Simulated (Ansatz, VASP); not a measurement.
## Ru in VASP and in Ansatz

The input INCAR:

```
ALGO = Normal ; EDIFF = 1E-6
ENCUT = 520 ; GGA = PE
ISIF = 2 ; ISMEAR = 1
LASPH = T ; LCHARG = F
LREAL = F ; LWAVE = F
NBANDS = 21 ; NELM = 100
PREC = Accurate ; SIGMA = 0.1
```

Contents of KPOINTS:

```
k-points
0
Gamma
  34 34 19
```

POSCAR

```
Ru
1.0
    2.7211011480      0.0000000000      0.0000000000
   -1.3605505740      2.3565427210      0.0000000000
    0.0000000000      0.0000000000      4.2929619930
Ru
2
Direct
    0.0000000000      0.0000000000      0.0000000000
    0.3333333333      0.6666666667      0.5000000000
```

Input for Ansatz:

```yaml
crystal:
  lattice:
    - [2.721101148, 0.0, 0.0]
    - [-1.360550574, 2.356542721, 0.0]
    - [0.0, 0.0, 4.292961993]
  atoms:
    - { symbol: Ru, position: [0.0, 0.0, 0.0] }
    - { symbol: Ru, position: [0.3333333333, 0.6666666667, 0.5] }
kpoints:
  mp_grid: { grid: [34, 34, 19] }
scf:
  occupations: { method: cold, width: 0.1 }
hamiltonian:
  xc: pbe
  pseudopotentials: { kind: paw }
output:
  forces: true
  stress: true
  populations: false
```

Alike in both runs: task single point; functional PBE; k mesh 34 × 34 × 19; no spin polarisation.

```csv
,VASP,Ansatz
version,VASP 6.6.1,Ansatz 0.2.0
potentials or method,"VASP PAW PBE potentials, release 64 (Ru_pv)","plane-wave PAW, scalar-relativistic"
plane-wave cutoff (eV),520,420
occupations,"methfessel-paxton of order 1, width 0.1 eV","cold, width 0.1 eV"
valence electrons in the cell,28,32
```

|  | VASP | Ansatz | Ansatz less VASP |
| --- | --- | --- | --- |
| pressure (GPa) | -0.1 | 0.0 | +0.10 |
| traceless stress, the component that is largest in VASP (GPa) | -0.17 | -0.22 | -0.045 |

VASP's potentials hold 28 valence electrons a cell and Ansatz's 32, so a difference there can come from the potentials and not from the codes.
